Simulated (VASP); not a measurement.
Input of a VASP 6.6.1 run:

Contents of INCAR:

```
SYSTEM = BAs
PREC = Accurate
ENCUT = 500
EDIFF = 1E-6
ISMEAR = 0
SIGMA = 0.1
LREAL = .False.
LASPH = .True.
NELM = 120
ALGO = Normal
ISIF = 2
LWAVE = .False.
LCHARG = .False.
GGA = PE
IVDW = 12
NBANDS = 11
GGA_COMPAT = .False.
```

KPOINTS

```
Automatic mesh
0
Gamma
  6 6 6
  0 0 0
```

Contents of POSCAR:

```
BAs
1.0
    0.0000000000      2.3885000000      2.3885000000
    2.3885000000      0.0000000000      2.3885000000
    2.3885000000      2.3885000000      0.0000000000
B As
1 1
Direct
    0.0000000000      0.0000000000      0.0000000000
    0.7500000000      0.7500000000      0.7500000000
```

Potentials or basis: VASP PAW PBE potentials, release 64 (B, As).

Command:

```sh
$ cat potpaw_PBE.64/B/POTCAR potpaw_PBE.64/As/POTCAR > POTCAR
$ mpirun -np 1 vasp_std > vasp.out
```

(1) Predict the band gap on the k mesh.

(2) Estimate the pressure.

(3) What does it give for the dispersion energy per atom?

Results:

(1) 1.27 eV (least direct gap 3.27 eV).

(2) -0.4 GPa.

(3) -0.330 eV.
